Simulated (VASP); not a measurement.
SnO, 4 atoms in the cell. The structure is monoclinic, space group Cm (No. 8). Conventional cell: a = 5.332 Å, b = 5.332 Å, c = 4.563 Å, α = 90.00°, β = 90.00°, γ = 90.00°. Within 2.9 Å of Sn (site symmetry m) lie 4 O at 2.18 to 2.42 Å. Within 2.7 Å of Sn (site symmetry m) lie 4 O at 2.01 to 2.28 Å. O (site symmetry 1) has 4 Sn at 2.01 to 2.42 Å and 4 O at 2.67 Å within 2.7 Å.  This cell differs from its parent crystal: all Sn atoms moved +0.263 Å, as atom 1 along Cartesian [1 1 1].

| Property | Result |
| --- | --- |
| Program | VASP 6.6.1 |
| Task | single point |
| Functional | PBEsol |
| Dispersion | D3(BJ) |
| Potentials or basis | VASP PAW PBE potentials, release 64 (Sn_d, O) |
| Cutoff | 600 eV |
| k mesh | 12 × 12 × 10 |
| Occupations | gaussian, width 0.15 eV |
| Spin | no spin polarisation |
| Dipole correction | no |
| Further INCAR settings | ALGO = Normal; EDIFF = 1e-06; NBANDS = 28 |

Potentials or basis: VASP PAW PBE potentials, release 64 (Sn_d, O).

Launch:

```console
$ cat potpaw_PBE.64/Sn_d/POTCAR potpaw_PBE.64/O/POTCAR > POTCAR
$ mpirun -np 1 vasp_std > vasp.out
```

Hardware: 1 thread of Oxide Virtual Turin-like Processor, with other jobs on the host.

Task: How long does it take, and how much memory?

Result: Wall time 20 min on 1 thread of Oxide Virtual Turin-like Processor, on a shared host, peak memory 0.72 GiB. Counts: scf iterations 14, k points 398.
